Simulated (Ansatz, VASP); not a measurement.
SiC: VASP beside Ansatz

```
Si C
1.0
     3.01473    0.00000    0.00000
    -1.50736    2.61083    0.00000
     0.00000    0.00000    9.87102
Si C
4 4
Direct
  0.66667 0.33333 0.93784
  0.33333 0.66667 0.43784
  0.00000 0.00000 0.68789
  0.00000 0.00000 0.18789
  0.66667 0.33333 0.74980
  0.33333 0.66667 0.24980
  0.00000 0.00000 0.50047
  0.00000 0.00000 0.00047
```

Alike in both runs: task single point; functional r2SCAN; k mesh 9 × 9 × 2; no spin polarisation.

|  | VASP | Ansatz |
| --- | --- | --- |
| version | VASP 6.6.1 | Ansatz 0.2.0 |
| potentials or method | VASP PAW PBE potentials, release 64 (Si, C) | plane waves, PAW |
| plane-wave cutoff (eV) | 520 | 500 |
| occupations | gaussian, width 0.01 eV | fixed |
| valence electrons in the cell | 32 | 32 |

```csv
,VASP,Ansatz,Ansatz less VASP
gap on the k mesh at the Fermi level (eV),2.76,2.75,-0.013
pressure (GPa),15.6,15.9,+0.25
"traceless stress, the component that is largest in VASP (GPa)",-0.17,-0.18,-0.011
rms of the force components (eV/Å),0.008,0.008,+0.0007
```

VASP's potentials were made for PBE, not for r2SCAN. Atom by atom the forces differ by 0.001 eV/Å (rms over components).
